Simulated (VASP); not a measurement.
Wanted: the native input for a VASP 6.6.1 run.

```yaml
Task: single point
Functional: LDA
Potentials_or_basis: VASP PAW LDA potentials, release 64 (Sr_sv, O)
Cutoff: 520 eV
k_mesh: 9 × 9 × 4
Occupations: gaussian, width 0.05 eV
Spin: no spin polarisation
Dipole_correction: no
Further_INCAR_settings: ALGO = Normal; EDIFF = 1e-06; NBANDS = 24
```

The structure of SrO lies in POSCAR:

```
SrO
1.0
    3.5532880902      0.0000000000      0.0000000000
   -1.7766440451      3.0772377531      0.0000000000
    0.0000000000      0.0000000000      6.2173039800
Sr O
2 2
Direct
    0.3333333333      0.6666666667      0.2500000000
    0.6666666667      0.3333333333      0.7500000000
    0.0000000000      0.0000000000      0.0301577662
    0.0000000000      0.0000000000      0.5301577662
```

This cell differs from its parent crystal: all O atoms moved +0.188 Å, as atom 3 along Cartesian [0 0 1].

One way to write it, as run:

INCAR

```
ALGO = Normal
EDIFF = 1E-6
ENCUT = 520
GGA = CA
ISIF = 2
ISMEAR = 0
LASPH = T
LCHARG = F
LREAL = F
LWAVE = F
NBANDS = 24
NELM = 80
PREC = Accurate
SIGMA = 0.05
```

KPOINTS

```
k-points
0
Gamma
  9 9 4
```

Potentials or basis: VASP PAW LDA potentials, release 64 (Sr_sv, O).

Run with:

```bash
$ cat potpaw_LDA.64/Sr_sv/POTCAR potpaw_LDA.64/O/POTCAR > POTCAR
$ mpirun -np 1 vasp_std > vasp.out
```

Results of the run:

```yaml
Pressure: -3.8 GPa
Largest_force: 0.384 eV/Å
Band_gap_on_the_k_mesh: 3.04 eV, direct
```

Caveat: the cell differs from its parent crystal (all O atoms moved +0.188 Å, as atom 3 along Cartesian [0 0 1]).

Run time: 28 s on 1 thread of Intel(R) Xeon(R) 6975P-C (Granite Rapids), on a shared host, peak memory 0.18 GiB.
